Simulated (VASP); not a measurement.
# CuO (Pm-3m) in VASP: notebook, part 2 of 3

VASP 6.6.1.

### 3 Single point, PBE (volume scaled by 1.02)

Input file INCAR:

```
SYSTEM = CuO
PREC = Accurate
ENCUT = 520
EDIFF = 1E-6
ISMEAR = -1
SIGMA = 0.05
LREAL = .False.
LASPH = .True.
NELM = 100
ALGO = Normal
ISIF = 2
LWAVE = .False.
LCHARG = .False.
GGA = PE
NBANDS = 16
```

Input file KPOINTS:

```
regular mesh
0
Gamma
  10 10 10
  0 0 0
```

Input file POSCAR:

```
CuO
1.0
    2.5694554113      0.0000000000      0.0000000000
    0.0000000000      2.5694554113      0.0000000000
    0.0000000000      0.0000000000      2.5694554113
Cu O
1 1
Direct
    0.0000000000      0.0000000000      0.0000000000
    0.5000000000      0.5000000000      0.5000000000
```

Potentials or basis: VASP PAW PBE potentials, release 64 (Cu, O).

Started as:

```
> cat potpaw_PBE.64/Cu/POTCAR potpaw_PBE.64/O/POTCAR > POTCAR
> mpirun -np 1 vasp_std > vasp.out
```

OUTCAR:

```text
SYSTEM = CuO
   PREC = Accurate
   ENCUT = 520
   EDIFF = 1E-6
   ISMEAR = -1
   LREAL = .False.
   LASPH = .True.
   NELM = 100
   ISIF = 2
   GGA = PE

 ion  position               nearest neighbor table
   1  0.000  0.000  0.000-   2 2.23   2 2.23   2 2.23   2 2.23   2 2.23   2 2.23   2 2.23   2 2.23

   2  0.500  0.500  0.500-   1 2.23   1 2.23   1 2.23   1 2.23   1 2.23   1 2.23   1 2.23   1 2.23

  LATTYP: Found a simple cubic cell.
 ALAT       =     2.5694554113

  Lattice vectors:

 A1 = (   2.5694554113,   0.0000000000,   0.0000000000)
 A2 = (   0.0000000000,   2.5694554113,   0.0000000000)
 A3 = (   0.0000000000,   0.0000000000,   2.5694554113)

Analysis of symmetry for initial positions (statically):
=====================================================================
 Subroutine PRICEL returns:
 Original cell was already a primitive cell.

 Routine SETGRP: Setting up the symmetry group for a
 simple cubic supercell.

 Subroutine GETGRP returns: Found 48 space group operations
 (whereof 48 operations were pure point group operations)
 out of a pool of 48 trial point group operations.

The static configuration has the point symmetry O_h .

Analysis of symmetry for dynamics (positions and initial velocities):
=====================================================================
 Subroutine PRICEL returns:
 Original cell was already a primitive cell.

 Routine SETGRP: Setting up the symmetry group for a
 simple cubic supercell.

 Subroutine GETGRP returns: Found 48 space group operations
 (whereof 48 operations were pure point group operations)
 out of a pool of 48 trial point group operations.

The dynamic configuration has the point symmetry O_h .

 Subroutine INISYM returns: Found 48 space group operations
 (whereof 48 operations are pure point group operations),
 and found     1 'primitive' translations

----------------------------------------------------------------------------------------

                                     Primitive cell

  volume of cell :      16.9638

  direct lattice vectors                    reciprocal lattice vectors
     2.569455411  0.000000000  0.000000000     0.389187528  0.000000000  0.000000000
     0.000000000  2.569455411  0.000000000     0.000000000  0.389187528  0.000000000
     0.000000000  0.000000000  2.569455411     0.000000000  0.000000000  0.389187528

  length of vectors
     2.569455411  2.569455411  2.569455411     0.389187528  0.389187528  0.389187528

  position of ions in fractional coordinates (direct lattice)
     0.000000000  0.000000000  0.000000000
     0.500000000  0.500000000  0.500000000

  ion indices of the primitive-cell ions
   primitive index   ion index
                 1           1
                 2           2

----------------------------------------------------------------------------------------

 KPOINTS: regular mesh

Automatic generation of k-mesh.
 Grid dimensions read from file:
 generate k-points for:   10   10   10

 Generating k-lattice:

  Cartesian coordinates                     Fractional coordinates (reciprocal lattice)
     0.038918753  0.000000000  0.000000000     0.100000000  0.000000000  0.000000000
     0.000000000  0.038918753  0.000000000     0.000000000  0.100000000  0.000000000
     0.000000000  0.000000000  0.038918753     0.000000000  0.000000000  0.100000000

  Length of vectors
     0.038918753  0.038918753  0.038918753

  Shift w.r.t. Gamma in fractional coordinates (k-lattice)
     0.000000000  0.000000000  0.000000000

 Subroutine IBZKPT returns following result:
 ===========================================

 Found     56 irreducible k-points:

 Following reciprocal coordinates:
            Coordinates               Weight
  0.000000  0.000000  0.000000      1.000000
  0.100000  0.000000  0.000000      6.000000
  0.200000  0.000000  0.000000      6.000000
  0.300000  0.000000  0.000000      6.000000
  0.400000  0.000000  0.000000      6.000000
  0.500000  0.000000  0.000000      3.000000
[... 16 lines left out ...]
  0.200000  0.100000  0.100000     24.000000
  0.300000  0.100000  0.100000     24.000000
 [... further k-points ...]
   k-points           NKPTS =     56   k-points in BZ     NKDIM =     56   number of bands    NBANDS=     16
   number of dos      NEDOS =    301   number of ions     NIONS =      2
   total plane-waves  NPLWV =   8000
   dimension x,y,z NGX =    20 NGY =   20 NGZ =   20
   dimension x,y,z NGXF=    40 NGYF=   40 NGZF=   40
   ions per type =               1   1
   NGX,Y,Z   is equivalent  to a cutoff of  12.94, 12.94, 12.94 a.u.
   NGXF,Y,Z  is equivalent  to a cutoff of  25.88, 25.88, 25.88 a.u.
 SYSTEM =  CuO
   PREC   = accura    normal or accurate (medium, high low for compatibility)
   ISTART =      0    job   : 0-new  1-cont  2-samecut
   ICHARG =      2    charge: 1-file 2-atom 10-const
   ISPIN  =      1    spin polarized calculation?
   LNONCOLLINEAR =      F non collinear calculations
   LSORBIT =      F    spin-orbit coupling
   LASPH  =      T    aspherical Exc in radial PAW
   ENCUT  =  520.0 eV  38.22 Ry    6.18 a.u.   4.78  4.78  4.78*2*pi/ulx,y,z
   NELM   =    100;   NELMIN=  2; NELMDL= -5     # of ELM steps
   EDIFF  = 0.1E-05   stopping-criterion for ELM
   LREAL  =      F    real-space projection
   EDIFFG = 0.1E-04   stopping-criterion for IOM
   NSW    =      0    number of steps for IOM
   IBRION =     -1    ionic relax: 0-MD 1-quasi-New 2-CG
   NFREE  =      0    steps in history (QN), initial steepest desc. (CG)
   ISIF   =      2    stress and relaxation
   ISYM   =      2    0-nonsym 1-usesym 2-fastsym
   POTIM  = 0.5000    time-step for ionic-motion
   TEBEG  =    0.0;   TEEND  =   0.0 temperature during run
   PSTRESS=    0.0 pullay stress
   NELECT =      17.0000    total number of electrons
   NUPDOWN=      -1.0000    fix difference up-down
   EMIN   =  10.00;   EMAX   =-10.00  energy-range for DOS
   EFERMI =   0.00;   METHOD = LEGACY
   ISMEAR =    -1;   SIGMA  =   0.05  broadening in eV -4-tet -1-fermi 0-gaus
   EFERMI_NEDOS =   21; number of points for ismear=-14 and -15
   IALGO  =     38    algorithm
   IMIX   =      4    mixing-type and parameters
     AMIX     =   0.40;   BMIX     =  1.00
     AMIX_MAG =   1.60;   BMIX_MAG =  1.00
  volume/ion in A,a.u.               =       8.48        57.24
  Fermi-wavevector in a.u.,A,eV,Ry     =   1.638262  3.095866 36.516714  2.683903
  Thomas-Fermi vector in A             =   2.729264
   LORBIT       =      0    0 simple, 1 ext, 2 COOP (PROOUT), +10 PAW based schemes
   GGA     = PE    functional components
   LHFCALC =     F    Hartree Fock is set to
   AEXX    =    0.0000 exact exchange contribution
   IVDW    =     0    specifies the selected vdW correction
   LEPSILON=     F    determine dielectric tensor
   LRPA    =     F    only Hartree local field effects (RPA)
 non-spin polarized calculation
  energy-cutoff  :      520.00
  volume of cell :       16.96
 maximum number of plane-waves:       480
 NGX is ok and might be reduce to    20
   NGX =  9   NGY =  9   NGZ =  9

 number of electron      16.9999974 magnetization

 Free energy of the ion-electron system (eV)
  ---------------------------------------------------
  ext. energy  EPLUGINS =         0.00000000
  ---------------------------------------------------
  free energy    TOTEN  =        -8.55503184 eV

  energy without entropy =       -8.53163820  energy(sigma->0) =       -8.54333502

 E-fermi :   7.4002     XC(G=0): -13.2279

 val. band max:        7.3750755170   @ k =   0.5000   0.1000   0.0000
 cond. band min:       7.4078510122   @ k =   0.5000   0.4000   0.2000
 fundamental gap:      0.0327754952
 Fermi energy:         7.4001939427

 k-point     1 :       0.0000    0.0000    0.0000
  band No.  band energies     occupation
      1     -12.5333      2.00000
      2       3.8183      2.00000
      3       3.8183      2.00000
      4       5.3681      2.00000
      5       5.3681      2.00000
      6       5.3681      2.00000
[... 8 lines left out ...]
     15      28.1038      0.00000
     16      41.1403      0.00000
[... 419 lines left out ...]
 k-point    24 :       0.3000    0.1000    0.1000
  band No.  band energies     occupation
      1     -11.5010      2.00000
      2       0.8474      2.00000
      3       3.5280      2.00000
      4       3.9400      2.00000
      5       4.3525      2.00000
      6       5.5019      2.00000
[... 8 lines left out ...]
     15      33.7598      0.00000
     16      34.1024      0.00000

 [... further k-points ...]

------------------------ aborting loop because EDIFF is reached ----------------------------------------

  FORCE on cell =-STRESS in cart. coord.  units (eV):
  Direction    XX          YY          ZZ          XY          YZ          ZX
  --------------------------------------------------------------------------------------
  -------------------------------------------------------------------------------------
  Total        1.6892078      1.6892078      1.6892078     -0.0000000      0.0000000     -0.0000000
  in kB      159.5402995    159.5402995    159.5402995     -0.0000000      0.0000000     -0.0000000
  external PRESSURE =     159.5402995 kB  Pullay stress =       0.0000000 kB

 VOLUME and BASIS-vectors are now :
 -----------------------------------------------------------------------------
  energy-cutoff  :      520.00
  volume of cell :       16.96
      direct lattice vectors                 reciprocal lattice vectors
     2.569455411  0.000000000  0.000000000     0.389187528  0.000000000  0.000000000
     0.000000000  2.569455411  0.000000000     0.000000000  0.389187528  0.000000000
     0.000000000  0.000000000  2.569455411     0.000000000  0.000000000  0.389187528

 POSITION                                       TOTAL-FORCE (eV/Angst)
 -----------------------------------------------------------------------------------
      0.00000      0.00000      0.00000         0.000000      0.000000      0.000000
      1.28473      1.28473      1.28473         0.000000      0.000000      0.000000
 -----------------------------------------------------------------------------------
    total drift:                                0.000000      0.000000      0.000000

  FREE ENERGIE OF THE ION-ELECTRON SYSTEM (eV)
  ---------------------------------------------------
  free  energy   TOTEN  =        -8.5550318433 eV

  energy  without entropy=       -8.5316382044  energy(sigma->0) =       -8.54333502
```

OSZICAR:

```text
N       E                     dE             d eps       ncg     rms          rms(c)
DAV:   1     0.775273743055E+02    0.77527E+02   -0.83402E+03  2080   0.166E+03
DAV:   2    -0.765476402048E+01   -0.85182E+02   -0.75644E+02  1920   0.277E+02
DAV:   3    -0.115418660792E+02   -0.38871E+01   -0.35871E+01  2088   0.592E+01
DAV:   4    -0.115741682612E+02   -0.32302E-01   -0.32289E-01  2072   0.528E+00
DAV:   5    -0.115745848114E+02   -0.41655E-03   -0.41654E-03  2304   0.616E-01    0.119E+01
DAV:   6    -0.112518509317E+02    0.32273E+00   -0.16551E+01  2376   0.117E+02    0.117E+01
DAV:   7    -0.858164861023E+01    0.26702E+01   -0.39576E+00  2264   0.902E+01    0.153E+00
DAV:   8    -0.857387585726E+01    0.77728E-02   -0.26269E-01  2288   0.565E+00    0.905E-01
DAV:   9    -0.855534830194E+01    0.18528E-01   -0.94752E-03  2848   0.339E+00    0.205E-01
DAV:  10    -0.855501511201E+01    0.33319E-03   -0.17584E-03  2728   0.881E-01    0.693E-02
DAV:  11    -0.855502443082E+01   -0.93188E-05   -0.25275E-04  2664   0.256E-01    0.195E-02
DAV:  12    -0.855503591174E+01   -0.11481E-04   -0.32772E-05  2688   0.193E-01    0.184E-02
DAV:  13    -0.855503183556E+01    0.40762E-05   -0.85124E-06  2224   0.125E-01    0.212E-03
DAV:  14    -0.855503184328E+01   -0.77200E-08   -0.54495E-07  1232   0.107E-02
   1 F= -.85550318E+01 E0= -.85433350E+01  d E =-.233936E-01
```

It took 15 s on 1 thread of Intel Xeon Platinum 8488C (Sapphire Rapids), shared host; peak memory 0.13 GiB.

What came out:

```
Free energy : -8.5550 eV
Pressure    : 16.0 GPa
```

Levels at points of the mesh, in eV from the Fermi level:
```
           k point  band 6  band 7  band 8  band 9  band 10  band 11  band 12  band 13
(0.00, 0.00, 0.00)   -2.03   -1.71   -1.71   -1.71     1.16    16.08    16.08    20.70
(0.50, 0.00, 0.00)   -1.64   -1.20    0.45    0.45     6.85     8.52    17.75    18.31
(0.50, 0.50, 0.00)   -2.21   -2.21   -1.23   -1.00     5.51    11.94    11.94    17.79
(0.50, 0.50, 0.50)   -1.19    0.35    0.35    0.35     7.10     7.10     7.10    14.08
```

Caveat: an odd number of electrons without spin polarisation forces a metal; a magnetic or distorted state may lie lower; semilocal functionals often make such compounds metallic where correlation or magnetic order opens a gap, which also shifts bond lengths.

(Continued in part 3 of 3.)
